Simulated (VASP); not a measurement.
Wanted: the native input for a VASP 6.6.1 run.

| Item | Value |
| --- | --- |
| Task | single point |
| Functional | revPBE |
| Potentials or basis | VASP PAW PBE potentials, release 64 (Mn_pv) |
| Cutoff | 520 eV |
| k mesh | 17 × 17 × 17 |
| Occupations | fermi-dirac, width 0.1 eV |
| Spin | no spin polarisation |
| Dipole correction | no |
| Further INCAR settings | ALGO = Normal; EDIFF = 1e-06; NBANDS = 12 |

The structure of Mn lies in POSCAR:

```
Mn
1.0
    0.0000000000      1.7122131068      1.7122131068
    1.7122131068      0.0000000000      1.7122131068
    1.7122131068      1.7122131068      0.0000000000
Mn
1
Direct
    0.0000000000      0.0000000000      0.0000000000
```

This cell differs from its parent crystal: volume scaled by 0.92.

One way to write it, as run:

INCAR

```
  PREC = Accurate
  ENCUT = 520
  EDIFF = 1E-6
  ISMEAR = -1
  SIGMA = 0.1
  LREAL = False
  LASPH = True
  NELM = 100
  ALGO = Normal
  ISIF = 2
  LWAVE = False
  LCHARG = False
  GGA = RE
  NBANDS = 12
```

KPOINTS

```
Automatic mesh
0
Gamma
  17 17 17
```

Potentials or basis: VASP PAW PBE potentials, release 64 (Mn_pv).

Run with:

```console
$ cat potpaw_PBE.64/Mn_pv/POTCAR > POTCAR
$ mpirun -np 1 vasp_std > vasp.out
```

Results of the run:

| Item | Value |
| --- | --- |
| Pressure | 26.9 GPa |

Caveat: the PAW data sets were made with another functional, which shifts forces and pressure a little; the run has no spin polarisation, though such a crystal can be magnetic.

Run time: 23 s on 1 thread of Intel(R) Xeon(R) Platinum 8175M CPU @ 2.50GHz (Skylake/Cascade Lake), with other jobs on the host, peak memory 0.13 GiB.
